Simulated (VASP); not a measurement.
# LuBeSi4 (F-43m) in VASP: a series of runs

LuBeSi4 is run at these levels: PBE; tasks: single point.

Program: VASP 6.6.1. These are calculated values, not measurements. Logs are shortened: lines on timing, memory, paths and dates and some standing lists are left out, and cuts for length are marked.

### 1 The cell of the first run

The structure is cubic, space group F-43m (No. 216). Conventional cell: a = 7.073 Å, b = 7.073 Å, c = 7.073 Å, α = 90.00°, β = 90.00°, γ = 90.00°. Lu (site symmetry -43m) has 12 Si at 2.93 Å and 4 Be at 3.06 Å within 3.9 Å. Be (site symmetry -43m) has 12 Si at 2.93 Å and 4 Lu at 3.06 Å within 3.9 Å. Within 3.3 Å of Si (site symmetry 3m) lie 6 Si at 2.49 to 2.51 Å and 3 Be at 2.93 Å and 3 Lu at 2.93 Å.

### 2 Single point, PBE

The input, INCAR:

```
SYSTEM = LuBeSi4
PREC = Accurate
ENCUT = 520
EDIFF = 1E-6
ISMEAR = 0
SIGMA = 0.1
LREAL = .FALSE.
LASPH = .TRUE.
NELM = 100
ALGO = Normal
ISIF = 2
LWAVE = .FALSE.
LCHARG = .TRUE.
GGA = PE
LELF = .TRUE.
LVHAR = .TRUE.
NBANDS = 30
```

The input, KPOINTS:

```
regular mesh
0
G
  4 4 4
  0 0 0
```

The input, POSCAR:

```
LuBeSi4
1.0
    0.0000000000      3.5366009000      3.5366009000
    3.5366009000      0.0000000000      3.5366009000
    3.5366009000      3.5366009000      0.0000000000
Lu Be Si
1 1 4
Direct
    0.0000000000      0.0000000000      0.0000000000
    0.7500000000      0.7500000000      0.7500000000
    0.8732489600      0.3755836800      0.3755836800
    0.3755836800      0.3755836800      0.3755836800
    0.3755836800      0.8732489600      0.3755836800
    0.3755836800      0.3755836800      0.8732489600
```

Potentials or basis: VASP PAW PBE potentials, release 64 (Lu, Be, Si).

The run is started by

```console
cat potpaw_PBE.64/Lu/POTCAR potpaw_PBE.64/Be/POTCAR potpaw_PBE.64/Si/POTCAR > POTCAR
mpirun -np 1 vasp_std > vasp.out
```

OUTCAR:

```text
SYSTEM = LuBeSi4
   PREC = Accurate
   ENCUT = 520
   EDIFF = 1E-6
   ISMEAR = 0
   LREAL = .FALSE.
   LASPH = .TRUE.
   NELM = 100
   ISIF = 2
   GGA = PE

 ion  position               nearest neighbor table
   1  0.000  0.000  0.000-   3 2.93   5 2.93   6 2.93   4 2.93   4 2.93   4 2.93   3 2.93   5 2.93
                             6 2.93   3 2.93   5 2.93   6 2.93   2 3.06   2 3.06   2 3.06   2 3.06
   2  0.750  0.750  0.750-   1 3.06   1 3.06   1 3.06   1 3.06
   3  0.873  0.376  0.376-   4 2.49   5 2.49   6 2.49   4 2.51   6 2.51   5 2.51   1 2.93   1 2.93
                             1 2.93
   4  0.376  0.376  0.376-   3 2.49   5 2.49   6 2.49   6 2.51   5 2.51   3 2.51   1 2.93   1 2.93
                             1 2.93
   5  0.376  0.873  0.376-   3 2.49   4 2.49   6 2.49   6 2.51   4 2.51   3 2.51   1 2.93   1 2.93
                             1 2.93
   6  0.376  0.376  0.873-   3 2.49   4 2.49   5 2.49   4 2.51   5 2.51   3 2.51   1 2.93   1 2.93
                             1 2.93

  LATTYP: Found a face centered cubic cell.
 ALAT       =     7.0732018000

  Lattice vectors:

 A1 = (   0.0000000000,   3.5366009000,   3.5366009000)
 A2 = (   3.5366009000,   0.0000000000,   3.5366009000)
 A3 = (   3.5366009000,   3.5366009000,   0.0000000000)

Analysis of symmetry for initial positions (statically):
=====================================================================
 Subroutine PRICEL returns:
 Original cell was already a primitive cell.

 Routine SETGRP: Setting up the symmetry group for a
 face centered cubic supercell.

 Subroutine GETGRP returns: Found 24 space group operations
 (whereof 24 operations were pure point group operations)
 out of a pool of 48 trial point group operations.

The static configuration has the point symmetry T_d .

Analysis of symmetry for dynamics (positions and initial velocities):
=====================================================================
 Subroutine PRICEL returns:
 Original cell was already a primitive cell.

 Routine SETGRP: Setting up the symmetry group for a
 face centered cubic supercell.

 Subroutine GETGRP returns: Found 24 space group operations
 (whereof 24 operations were pure point group operations)
 out of a pool of 48 trial point group operations.

The dynamic configuration has the point symmetry T_d .

 Subroutine INISYM returns: Found 24 space group operations
 (whereof 24 operations are pure point group operations),
[... 87 lines left out ...]
   EDIFF  = 0.1E-05   stopping-criterion for ELM
   LREAL  =      F    real-space projection
   EDIFFG = 0.1E-04   stopping-criterion for IOM
   NSW    =      0    number of steps for IOM
   IBRION =     -1    ionic relax: 0-MD 1-quasi-New 2-CG
   NFREE  =      0    steps in history (QN), initial steepest desc. (CG)
   ISIF   =      2    stress and relaxation
   ISYM   =      2    0-nonsym 1-usesym 2-fastsym
   POTIM  = 0.5000    time-step for ionic-motion
   TEBEG  =    0.0;   TEEND  =   0.0 temperature during run
   PSTRESS=    0.0 pullay stress
   NELECT =      43.0000    total number of electrons
   NUPDOWN=      -1.0000    fix difference up-down
   EMIN   =  10.00;   EMAX   =-10.00  energy-range for DOS
   EFERMI =   0.00;   METHOD = LEGACY
   ISMEAR =     0;   SIGMA  =   0.10  broadening in eV -4-tet -1-fermi 0-gaus
   EFERMI_NEDOS =   21; number of points for ismear=-14 and -15
   IALGO  =     38    algorithm
   IMIX   =      4    mixing-type and parameters
     AMIX     =   0.40;   BMIX     =  1.00
     AMIX_MAG =   1.60;   BMIX_MAG =  1.00
  volume/ion in A,a.u.               =      14.74        99.50
  Fermi-wavevector in a.u.,A,eV,Ry     =   1.287167  2.432393 22.542121  1.656799
  Thomas-Fermi vector in A             =   2.419198
   LORBIT       =      0    0 simple, 1 ext, 2 COOP (PROOUT), +10 PAW based schemes
   GGA     = PE    functional components
   LHFCALC =     F    Hartree Fock is set to
   AEXX    =    0.0000 exact exchange contribution
   IVDW    =     0    specifies the selected vdW correction
   LEPSILON=     F    determine dielectric tensor
   LRPA    =     F    only Hartree local field effects (RPA)
 non-spin polarized calculation
 Gauss-broadening in eV      SIGMA  =   0.10
  energy-cutoff  :      520.00
  volume of cell :       88.47
 maximum number of plane-waves:      2421
 NGX is ok and might be reduce to    40
   NGX = 19   NGY = 19   NGZ = 19

 number of electron      42.9999995 magnetization

 Free energy of the ion-electron system (eV)
  ---------------------------------------------------
  ext. energy  EPLUGINS =         0.00000000
  ---------------------------------------------------
  free energy    TOTEN  =       -29.01012139 eV

  energy without entropy =      -28.99829392  energy(sigma->0) =      -29.00420766

 E-fermi :   8.4116     XC(G=0): -11.2867

 val. band max:        8.3000300026   @ k =  -0.2500   0.5000   0.2500
 cond. band min:       8.5008905338   @ k =   0.5000   0.2500   0.0000
 fundamental gap:      0.2008605312
 Fermi energy:         8.4116447433

 k-point     1 :       0.0000    0.0000    0.0000
  band No.  band energies     occupation
      1     -47.5336      2.00000
      2     -18.2894      2.00000
      3     -18.2894      2.00000
      4     -18.2894      2.00000
      5      -5.5621      2.00000
      6       0.7378      2.00000
[... 253 lines left out ...]
     29      12.8010      0.00000
     30      12.9678      0.00000

------------------------ aborting loop because EDIFF is reached ----------------------------------------

  FORCE on cell =-STRESS in cart. coord.  units (eV):
  Direction    XX          YY          ZZ          XY          YZ          ZX
  --------------------------------------------------------------------------------------
  -------------------------------------------------------------------------------------
  Total        1.1952980      1.1952980      1.1952980     -0.0000000      0.0000000     -0.0000000
  in kB       21.6470450     21.6470450     21.6470450     -0.0000000      0.0000000     -0.0000000
  external PRESSURE =      21.6470450 kB  Pullay stress =       0.0000000 kB

 VOLUME and BASIS-vectors are now :
 -----------------------------------------------------------------------------
  energy-cutoff  :      520.00
  volume of cell :       88.47
      direct lattice vectors                 reciprocal lattice vectors
     0.000000000  3.536600900  3.536600900    -0.141378689  0.141378689  0.141378689
     3.536600900  0.000000000  3.536600900     0.141378689 -0.141378689  0.141378689
     3.536600900  3.536600900  0.000000000     0.141378689  0.141378689 -0.141378689

 POSITION                                       TOTAL-FORCE (eV/Angst)
 -----------------------------------------------------------------------------------
      0.00000      0.00000      0.00000         0.000000      0.000000      0.000000
      5.30490      5.30490      5.30490         0.000000      0.000000      0.000000
      2.65658      4.41662      4.41662         0.139499     -0.139499     -0.139499
      2.65658      2.65658      2.65658         0.139499      0.139499      0.139499
      4.41662      2.65658      4.41662        -0.139499      0.139499     -0.139499
      4.41662      4.41662      2.65658        -0.139499     -0.139499      0.139499
 -----------------------------------------------------------------------------------
    total drift:                               -0.000000     -0.000000      0.000000

  FREE ENERGIE OF THE ION-ELECTRON SYSTEM (eV)
  ---------------------------------------------------
  free  energy   TOTEN  =       -29.0101213939 eV

  energy  without entropy=      -28.9982939203  energy(sigma->0) =      -29.00420766
```

Run time: 33 s. Hardware: 1 thread of AMD EPYC 7R13 (Zen 3), shared host; peak memory 0.22 GiB.

What came out:

```
Free energy   : -29.0101 eV
Pressure      : 2.2 GPa
Largest force : 0.242 eV/Å
```

Forces on the atoms (eV/Å):
```
Lu   0.000  0.000  0.000
Be   0.000  0.000  0.000
Si   0.139 -0.139 -0.139
Si   0.139  0.139  0.139
Si  -0.139  0.139 -0.139
Si  -0.139 -0.139  0.139
```

Caveat: the k points lie up to 0.38 Å⁻¹ apart; spin-orbit coupling is left out, which moves the levels of the heavy elements.

### 3 Single point, PBE

This run uses another cell than the first one, of 15.25 Å³/atom, 1.034 times its volume.

The input, INCAR:

```
PREC     = Accurate       # precision mode
ENCUT    = 520            # plane-wave cutoff, eV
EDIFF    = 1E-7           # SCF threshold, eV
ISMEAR   = 0              # smearing method
SIGMA    = 0.1            # smearing width, eV
LREAL    = False          # projectors in reciprocal space
LASPH    = True           # aspherical terms in the spheres
NELM     = 60             # most SCF steps
ALGO     = Normal         # electronic algorithm
ISIF     = 2              # what is computed and relaxed
LWAVE    = False          # write WAVECAR
LCHARG   = False          # write CHGCAR
GGA      = PE             # functional
NBANDS   = 30             # bands
```

The input, KPOINTS:

```
Automatic mesh
0
Gamma
  10 10 10
```

The input, POSCAR:

```
LuBeSi4
1.0
    0.0000000000      3.5765314533      3.5765314533
    3.5765314533      0.0000000000      3.5765314533
    3.5765314533      3.5765314533      0.0000000000
Lu Be Si
1 1 4
Direct
    0.0000000000      0.0000000000      0.0000000000
    0.7500000000      0.7500000000      0.7500000000
    0.8718251487      0.3760582838      0.3760582838
    0.3760582838      0.3760582838      0.3760582838
    0.3760582838      0.8718251487      0.3760582838
    0.3760582838      0.3760582838      0.8718251487
```

Potentials or basis: VASP PAW PBE potentials, release 64 (Lu, Be, Si).

The run is started by

```console
cat potpaw_PBE.64/Lu/POTCAR potpaw_PBE.64/Be/POTCAR potpaw_PBE.64/Si/POTCAR > POTCAR
mpirun -np 1 vasp_std > vasp.out
```

It took 2.8 min on 1 thread of AMD EPYC 7R13 (Zen 3), shared host; peak memory 0.29 GiB.

Results (log left out):

| Property | Result |
| --- | --- |
| Free energy | -29.2786 eV |
| Pressure | 0.1 GPa |

Levels at points of the mesh, in eV from the Fermi level:
```tsv
k point	band 18	band 19	band 20	band 21	band 22	band 23	band 24	band 25	band 26	band 27
(0.00, 0.00, 0.00)	-4.61	-4.61	-3.26	-3.26	-2.52	0.70	0.70	0.70	4.53	5.40
(0.50, 0.00, 0.00)	-4.15	-1.95	-1.29	-1.29	-0.34	0.71	0.71	1.76	3.27	3.27
(0.50, 0.50, 0.00)	-1.39	-0.81	-0.81	-0.55	-0.30	0.39	1.60	1.60	2.12	2.12
```

Caveat: spin-orbit coupling is left out, which moves the levels of the heavy elements.
